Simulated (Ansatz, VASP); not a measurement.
Two plane-wave programs on Mg3CdSe4

```
Mg Cd Se
1.0
     1.96914    1.13688   12.87287
    -1.96914    1.13688   12.87287
     0.00000   -2.27376   12.87287
Mg Cd Se
3 1 4
Cartesian
  0.0000 0.0000 9.5980
  0.0000 0.0000 19.3093
  0.0000 0.0000 29.0206
  0.0000 0.0000 0.0000
  0.0000 0.0000 24.0376
  0.0000 0.0000 33.7619
  0.0000 0.0000 4.8567
  0.0000 0.0000 14.5810
```

Alike in both runs: task single point; functional PBE; k mesh 6 × 6 × 6; occupations gaussian, width 0.1 eV; no spin polarisation.

|  | VASP | Ansatz |
| --- | --- | --- |
| version | VASP 6.6.1 | Ansatz 0.2.0 |
| potentials or method | VASP PAW PBE potentials, release 64 (Mg, Cd, Se), cutoff 520 eV | scalar-relativistic, plane waves, PAW |
| valence electrons in the cell | 42 | 114 |

Ansatz gave:

- gap on the k mesh at the Fermi level (eV): 1.00
- least direct gap on the mesh (eV): 1.39
- pressure (GPa): 0.0
- traceless stress, the component that is largest in VASP (GPa): -0.05
- rms of the force components (eV/Å): 0.002

Estimate VASP's values.

gap on the k mesh at the Fermi level (eV): 0.98; least direct gap on the mesh (eV): 1.37; pressure (GPa): 0.0; traceless stress, the component that is largest in VASP (GPa): -0.04; rms of the force components (eV/Å): 0.013.

Atom by atom the forces differ by 0.012 eV/Å (rms over components). With one functional, cell and mesh, what is left measures potentials, basis and numerics. VASP's potentials hold 42 valence electrons a cell and Ansatz's 114, so a difference there can come from the potentials and not from the codes.
